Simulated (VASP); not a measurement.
Wanted: the native input for a VASP 6.6.1 run.

```
Task                   : relaxation of cell and atoms
Functional             : PBEsol
Potentials or basis    : VASP PAW PBE potentials, release 64 (Te)
Cutoff                 : 600 eV
k mesh                 : 7 × 7 × 5
Occupations            : fermi-dirac, width 0.05 eV
Spin                   : no spin polarisation
Target pressure        : 10 GPa
Dipole correction      : no
Further INCAR settings : ALGO = Normal; EDIFF = 1e-07; IBRION = 2; EDIFFG = -0.01; NSW = 80; ISIF = 3
```

The structure of Te lies in POSCAR:

```
Te
1.0
    3.8202894285     -2.1482026000      0.0000000000
    3.8202894285      2.1482026000      0.0000000000
   -0.0942908673      0.0000000000      5.9760906531
Te
3
Direct
    0.0000000000      0.0000000000      0.0000000000
    0.3094466100      0.3094466100      0.3388094900
    0.6905533900      0.6905533900      0.6611905100
```

One way to write it, as run:

INCAR

```
SYSTEM = Te
ALGO = Normal
EDIFF = 1E-7
EDIFFG = -0.01
ENCUT = 600
GGA = PS
IBRION = 2
ISIF = 3
ISMEAR = -1
LASPH = .True.
LCHARG = .False.
LREAL = .False.
LWAVE = .False.
NELM = 60
NSW = 80
PREC = Accurate
PSTRESS = 100.0
SIGMA = 0.05
```

KPOINTS

```
k-points
0
Gamma
  7 7 5
  0 0 0
```

Potentials or basis: VASP PAW PBE potentials, release 64 (Te).

Launch:

```console
$ cat potpaw_PBE.64/Te/POTCAR > POTCAR
$ mpirun -np 1 vasp_std > vasp.out
```

Results of the run:

```
Relaxed volume                                             : 25.41 Å³/atom
Relaxed cell                                               : a = 3.658 Å, b = 3.658 Å, c = 6.555 Å, α = 89.82°, β = 89.82°, γ = 60.34°
Space group after relaxing (to 0.1 Å)                      : R-3m (No. 166)
Energy change on relaxing (the run minimises the enthalpy) : +159.8 meV/atom
Ionic steps                                                : 37
Pressure after relaxing                                    : 10.0 GPa
Largest force after relaxing                               : 0.009 eV/Å
Band gap on the k mesh                                     : zero (bands 9 and 10 overlap by 2.77 eV)
```

Caveat: the cell is relaxed towards a set pressure, so the run minimises the enthalpy, not the energy; the volume moved by over 15 % at a fixed basis, so the end points are rough; the PAW data sets were made with another functional, which shifts forces and pressure a little; spin-orbit coupling is left out, which moves the levels of the heavy elements.

It took 41 min on 1 thread of Intel Xeon 8259CL (shared host), peak memory 0.32 GiB.
